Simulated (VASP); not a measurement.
## SnTe: single point with PBE

The system is SnTe.

```
CELL_PARAMETERS angstrom
0.00000 3.17479 3.17479
3.17479 0.00000 3.17479
3.17479 3.17479 0.00000
ATOMIC_POSITIONS crystal
Sn 0.00000 0.00000 0.00000
Te 0.50000 0.50000 0.50000
```

| Property | Result |
| --- | --- |
| Program | VASP 6.6.1 |
| Task | single point |
| Functional | PBE |
| Potentials or basis | VASP PAW PBE potentials, release 64 (Sn_d, Te) |
| Cutoff | 520 eV |
| k mesh | 6 × 6 × 6 |
| Occupations | fermi-dirac, width 0.02 eV |
| Spin | no spin polarisation |
| Dipole correction | no |
| Further INCAR settings | ALGO = Normal; EDIFF = 1e-06; NBANDS = 17 |

```
Pressure               : 1.1 GPa
Band gap on the k mesh : 0.03 eV
```

Levels at points of the mesh, in eV from the valence-band top:
```csv
k point,band 6,band 7,band 8,band 9,band 10,band 11,band 12,band 13,band 14,band 15
"(0.00, 0.00, 0.00)",-12.66,-4.79,-2.11,-2.11,-2.11,3.28,3.28,3.28,4.77,4.77
"(0.50, 0.00, 0.00)",-11.44,-8.24,-1.78,-1.78,0.00,0.03,0.38,0.38,7.70,8.66
"(0.50, 0.50, 0.00)",-11.16,-6.48,-5.44,-3.66,-3.66,2.24,4.79,4.79,6.19,8.91
```

Wall time 18 s on 1 thread of Intel Xeon 8259CL, with other jobs on the host, peak memory 0.21 GiB.

Caveat: spin-orbit coupling is left out, which moves the levels of the heavy elements. A k mesh can miss the band edges.
